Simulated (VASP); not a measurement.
# W3N2 (R-3m) in VASP: single point with PBE

Aim: the single point of W3N2 with PBE.

Everything below comes from runs of VASP 6.6.1. Logs are shortened: lines on timing, memory, paths and dates and some standing lists are left out, and cuts for length are marked.

## 1. The cell of the first run

Symmetry: R-3m, No. 166, trigonal system. Conventional cell: a = 2.810 Å, b = 2.810 Å, c = 25.197 Å, α = 90.00°, β = 90.00°, γ = 120.00°. W (site symmetry -3m) has 6 N at 2.22 Å and 6 W at 2.81 Å within 2.9 Å. W (site symmetry 3m) has 3 N at 2.18 Å and 9 W at 2.81 to 2.96 Å within 3.0 Å. Within 2.9 Å of N (site symmetry 3m) lie 6 W at 2.18 to 2.22 Å and 6 N at 2.81 Å.

## 2. Single point, PBE

INCAR

```
SYSTEM = W3N2
PREC = Accurate ; ENCUT = 1330
EDIFF = 1E-6 ; ISMEAR = 0
SIGMA = 0.1 ; LREAL = .False.
LASPH = .True. ; NELM = 120
ALGO = Normal ; ISIF = 2
LWAVE = .False. ; LCHARG = .False.
GGA = PE ; NBANDS = 34
GGA_COMPAT = .False.
```

KPOINTS

```
regular mesh
0
Gamma
  6 6 6
  0 0 0
```

POSCAR

```
W3N2
1.0
    1.4049954723      0.8111745141      8.3989212281
   -1.4049954723      0.8111745141      8.3989212281
    0.0000000000     -1.6223490283      8.3989212281
W N
3 2
Direct
    0.0000000000      0.0000000000      0.0000000000
    0.2156824352      0.2156824352      0.2156824352
    0.7843175648      0.7843175648      0.7843175648
    0.3933608347      0.3933608347      0.3933608347
    0.6066391653      0.6066391653      0.6066391653
```

Potentials or basis: VASP PAW PBE potentials, release 64 (W_sv, N_h).

Started as:

```bash
$ cat potpaw_PBE.64/W_sv/POTCAR potpaw_PBE.64/N_h/POTCAR > POTCAR
$ mpirun -np 1 vasp_std > vasp.out
```

OUTCAR:

```text
SYSTEM = W3N2
   PREC = Accurate
   ENCUT = 1330
   EDIFF = 1E-6
   ISMEAR = 0
   LREAL = .False.
   LASPH = .True.
   NELM = 120
   ISIF = 2
   GGA = PE

 ion  position               nearest neighbor table
   1  0.000  0.000  0.000-   5 2.22   4 2.22   5 2.22   5 2.22   4 2.22   4 2.22   2 3.38   3 3.38
                             2 3.38   3 3.38   2 3.38   3 3.38
   2  0.216  0.216  0.216-   5 2.18   5 2.18   5 2.18   3 2.96   3 2.96   3 2.96   1 3.38   1 3.38
                             1 3.38
   3  0.784  0.784  0.784-   4 2.18   4 2.18   4 2.18   2 2.96   2 2.96   2 2.96   1 3.38   1 3.38
                             1 3.38
   4  0.393  0.393  0.393-   3 2.18   3 2.18   3 2.18   1 2.22   1 2.22   1 2.22
   5  0.607  0.607  0.607-   2 2.18   2 2.18   2 2.18   1 2.22   1 2.22   1 2.22

  LATTYP: Found a trigonal (rhomboedric) cell.
 ALAT       =     8.5541740785
 COS(alpha) =     0.9460459963

  Lattice vectors:

 A1 = (   1.4049954723,   0.8111745141,   8.3989212281)
 A2 = (  -1.4049954723,   0.8111745141,   8.3989212281)
 A3 = (   0.0000000000,  -1.6223490283,   8.3989212281)

Analysis of symmetry for initial positions (statically):
=====================================================================
 Subroutine PRICEL returns:
 Original cell was already a primitive cell.

 Routine SETGRP: Setting up the symmetry group for a
 trigonal (rhombohedral) supercell.

 Subroutine GETGRP returns: Found 12 space group operations
 (whereof 12 operations were pure point group operations)
 out of a pool of 12 trial point group operations.

The static configuration has the point symmetry D_3d.

Analysis of symmetry for dynamics (positions and initial velocities):
=====================================================================
 Subroutine PRICEL returns:
 Original cell was already a primitive cell.

 Routine SETGRP: Setting up the symmetry group for a
 trigonal (rhombohedral) supercell.

 Subroutine GETGRP returns: Found 12 space group operations
 (whereof 12 operations were pure point group operations)
 out of a pool of 12 trial point group operations.

The dynamic configuration has the point symmetry D_3d.

 Subroutine INISYM returns: Found 12 space group operations
 (whereof 12 operations are pure point group operations),
 and found     1 'primitive' translations

----------------------------------------------------------------------------------------

                                     Primitive cell

  volume of cell :      57.4333

  direct lattice vectors                    reciprocal lattice vectors
     1.404995472  0.811174514  8.398921228     0.355873033  0.205463391  0.039687637
    -1.404995472  0.811174514  8.398921228    -0.355873033  0.205463391  0.039687637
     0.000000000 -1.622349028  8.398921228     0.000000000 -0.410926783  0.039687637

  length of vectors
     8.554174079  8.554174079  8.554174079     0.412838866  0.412838866  0.412838866

  position of ions in fractional coordinates (direct lattice)
     0.000000000  0.000000000  0.000000000
     0.215682435  0.215682435  0.215682435
     0.784317565  0.784317565  0.784317565
     0.393360835  0.393360835  0.393360835
     0.606639165  0.606639165  0.606639165

  ion indices of the primitive-cell ions
   primitive index   ion index
                 1           1
                 2           2
                 3           3
                 4           4
                 5           5

----------------------------------------------------------------------------------------

 KPOINTS: regular mesh

Automatic generation of k-mesh.
 Grid dimensions read from file:
 generate k-points for:    6    6    6

 Generating k-lattice:

  Cartesian coordinates                     Fractional coordinates (reciprocal lattice)
     0.059312172  0.034243899  0.006614606     0.166666667 -0.000000000 -0.000000000
    -0.059312172  0.034243899  0.006614606    -0.000000000  0.166666667 -0.000000000
     0.000000000 -0.068487797  0.006614606     0.000000000  0.000000000  0.166666667

  Length of vectors
     0.068806478  0.068806478  0.068806478

  Shift w.r.t. Gamma in fractional coordinates (k-lattice)
     0.000000000  0.000000000  0.000000000

 Subroutine IBZKPT returns following result:
 ===========================================

 Found     32 irreducible k-points:

 Following reciprocal coordinates:
            Coordinates               Weight
  0.000000  0.000000  0.000000      1.000000
  0.166667 -0.000000 -0.000000      6.000000
  0.333333 -0.000000 -0.000000      6.000000
  0.500000 -0.000000  0.000000      3.000000
  0.166667  0.166667 -0.000000      6.000000
  0.333333  0.166667  0.000000     12.000000
[... 16 lines left out ...]
  0.500000  0.500000  0.166667      6.000000
 -0.333333  0.500000  0.166667     12.000000
 [... further k-points ...]
   k-points           NKPTS =     32   k-points in BZ     NKDIM =     32   number of bands    NBANDS=     34
   number of dos      NEDOS =    301   number of ions     NIONS =      5
   total plane-waves  NPLWV = ******
   dimension x,y,z NGX =   108 NGY =  108 NGZ =  108
   dimension x,y,z NGXF=   216 NGYF=  216 NGZF=  216
   ions per type =               3   2
   NGX,Y,Z   is equivalent  to a cutoff of  20.99, 20.99, 20.99 a.u.
   NGXF,Y,Z  is equivalent  to a cutoff of  41.98, 41.98, 41.98 a.u.
 SYSTEM =  W3N2
   PREC   = accura    normal or accurate (medium, high low for compatibility)
   ISTART =      0    job   : 0-new  1-cont  2-samecut
   ICHARG =      2    charge: 1-file 2-atom 10-const
   ISPIN  =      1    spin polarized calculation?
   LNONCOLLINEAR =      F non collinear calculations
   LSORBIT =      F    spin-orbit coupling
   LASPH  =      T    aspherical Exc in radial PAW
   ENCUT  = 1330.0 eV  97.75 Ry    9.89 a.u.  25.44 25.44 25.44*2*pi/ulx,y,z
   NELM   =    120;   NELMIN=  2; NELMDL= -5     # of ELM steps
   EDIFF  = 0.1E-05   stopping-criterion for ELM
   LREAL  =      F    real-space projection
   EDIFFG = 0.1E-04   stopping-criterion for IOM
   NSW    =      0    number of steps for IOM
   IBRION =     -1    ionic relax: 0-MD 1-quasi-New 2-CG
   NFREE  =      0    steps in history (QN), initial steepest desc. (CG)
   ISIF   =      2    stress and relaxation
   ISYM   =      2    0-nonsym 1-usesym 2-fastsym
   POTIM  = 0.5000    time-step for ionic-motion
   TEBEG  =    0.0;   TEEND  =   0.0 temperature during run
   PSTRESS=    0.0 pullay stress
   NELECT =      52.0000    total number of electrons
   NUPDOWN=      -1.0000    fix difference up-down
   EMIN   =  10.00;   EMAX   =-10.00  energy-range for DOS
   EFERMI =   0.00;   METHOD = LEGACY
   ISMEAR =     0;   SIGMA  =   0.10  broadening in eV -4-tet -1-fermi 0-gaus
   EFERMI_NEDOS =   21; number of points for ismear=-14 and -15
   IALGO  =     38    algorithm
   IMIX   =      4    mixing-type and parameters
     AMIX     =   0.40;   BMIX     =  1.00
     AMIX_MAG =   1.60;   BMIX_MAG =  1.00
  volume/ion in A,a.u.               =      11.49        77.52
  Fermi-wavevector in a.u.,A,eV,Ry     =   1.583755  2.992863 34.127212  2.508279
  Thomas-Fermi vector in A             =   2.683477
   LORBIT       =      0    0 simple, 1 ext, 2 COOP (PROOUT), +10 PAW based schemes
   GGA     = PE    functional components
   LHFCALC =     F    Hartree Fock is set to
   AEXX    =    0.0000 exact exchange contribution
   IVDW    =     0    specifies the selected vdW correction
   LEPSILON=     F    determine dielectric tensor
   LRPA    =     F    only Hartree local field effects (RPA)
 non-spin polarized calculation
 Gauss-broadening in eV      SIGMA  =   0.10
  energy-cutoff  :     1330.00
  volume of cell :       57.43
 maximum number of plane-waves:      6377
 NGX is ok and might be reduce to   108
   NGX = 51   NGY = 51   NGZ = 51

 number of electron      52.0000001 magnetization

 Free energy of the ion-electron system (eV)
  ---------------------------------------------------
  ext. energy  EPLUGINS =         0.00000000
  ---------------------------------------------------
  free energy    TOTEN  =       -55.00020445 eV

  energy without entropy =      -54.98794103  energy(sigma->0) =      -54.99407274

 E-fermi :  12.3680     XC(G=0): -13.7727

 val. band max:       12.3430672714   @ k =   0.5000   0.5000   0.5000
 cond. band min:      12.4153188980   @ k =  -0.3333   0.3333   0.0000
 fundamental gap:      0.0722516266
 Fermi energy:        12.3680465707

 k-point     1 :       0.0000    0.0000    0.0000
  band No.  band energies     occupation
      1     -63.1151      2.00000
      2     -62.3483      2.00000
      3     -62.3159      2.00000
      4     -27.5834      2.00000
      5     -26.9061      2.00000
      6     -26.7950      2.00000
[... 26 lines left out ...]
     33      15.8268      0.00000
     34      15.8268      0.00000

 k-point     2 :       0.1667   -0.0000   -0.0000
  band No.  band energies     occupation
      1     -63.0932      2.00000
      2     -62.3247      2.00000
      3     -62.2962      2.00000
      4     -27.5321      2.00000
      5     -27.0785      2.00000
      6     -26.8580      2.00000
[... 26 lines left out ...]
     33      14.6810      0.00000
     34      14.7847      0.00000

 k-point     3 :       0.3333   -0.0000   -0.0000
  band No.  band energies     occupation
      1     -63.0491      2.00000
      2     -62.2761      2.00000
      3     -62.2575      2.00000
      4     -27.6095      2.00000
      5     -27.4282      2.00000
      6     -26.9818      2.00000
[... 26 lines left out ...]
     33      15.9380      0.00000
     34      16.1599      0.00000
[... 704 lines left out ...]
 k-point    23 :       0.5000    0.5000    0.1667
  band No.  band energies     occupation
      1     -63.0491      2.00000
      2     -62.2761      2.00000
      3     -62.2575      2.00000
      4     -27.6096      2.00000
      5     -27.4275      2.00000
      6     -26.9818      2.00000
[... 26 lines left out ...]
     33      15.2730      0.00000
     34      16.1867      0.00000

 k-point    24 :      -0.3333    0.5000    0.1667
  band No.  band energies     occupation
      1     -63.0269      2.00000
      2     -62.2502      2.00000
      3     -62.2395      2.00000
      4     -27.7300      2.00000
      5     -27.3746      2.00000
      6     -27.1897      2.00000
[... 26 lines left out ...]
     33      16.8023      0.00000
     34      17.2334      0.00000

 [... further k-points ...]

------------------------ aborting loop because EDIFF is reached ----------------------------------------

  FORCE on cell =-STRESS in cart. coord.  units (eV):
  Direction    XX          YY          ZZ          XY          YZ          ZX
  --------------------------------------------------------------------------------------
  -------------------------------------------------------------------------------------
  Total        0.5272136      0.5272136      0.5143444      0.0000000     -0.0000000      0.0000000
  in kB       14.7073085     14.7073085     14.3483051      0.0000000     -0.0000000      0.0000000
  external PRESSURE =      14.5876407 kB  Pullay stress =       0.0000000 kB

 VOLUME and BASIS-vectors are now :
 -----------------------------------------------------------------------------
  energy-cutoff  :     1330.00
  volume of cell :       57.43
      direct lattice vectors                 reciprocal lattice vectors
     1.404995472  0.811174514  8.398921228     0.355873033  0.205463391  0.039687637
    -1.404995472  0.811174514  8.398921228    -0.355873033  0.205463391  0.039687637
     0.000000000 -1.622349028  8.398921228     0.000000000 -0.410926783  0.039687637

 POSITION                                       TOTAL-FORCE (eV/Angst)
 -----------------------------------------------------------------------------------
      0.00000      0.00000      0.00000         0.000000      0.000000     -0.000000
      0.00000     -0.00000      5.43450         0.000000      0.000000     -0.070879
      0.00000     -0.00000     19.76226         0.000000     -0.000000      0.070879
      0.00000     -0.00000      9.91142         0.000000      0.000000     -0.019985
      0.00000     -0.00000     15.28534         0.000000     -0.000000      0.019985
 -----------------------------------------------------------------------------------
    total drift:                                0.000000     -0.000000     -0.000000

  FREE ENERGIE OF THE ION-ELECTRON SYSTEM (eV)
  ---------------------------------------------------
  free  energy   TOTEN  =       -55.0002044486 eV

  energy  without entropy=      -54.9879410339  energy(sigma->0) =      -54.99407274
```

Wall time 40 min (1 thread of Intel Xeon 6975P-C (Granite Rapids), shared host); peak memory 2 GiB.

Results:

* Free energy: -55.0002 eV
* Pressure: 1.5 GPa
* Largest force: 0.071 eV/Å
* Band gap on the k mesh: zero (bands 26 and 27 overlap by 2.26 eV)

Forces in eV/Å, atoms in the order of the input:
```
W    0.000  0.000  0.000
W    0.000  0.000 -0.071
W    0.000  0.000  0.071
N    0.000  0.000 -0.020
N    0.000  0.000  0.020
```

Caveat: the k points lie up to 0.43 Å⁻¹ apart, too coarse for converged energies and pressures of a metal; spin-orbit coupling is left out, which moves the levels of the heavy elements.

The gap in the log of VASP goes by the Fermi energy; the results here count the filled bands.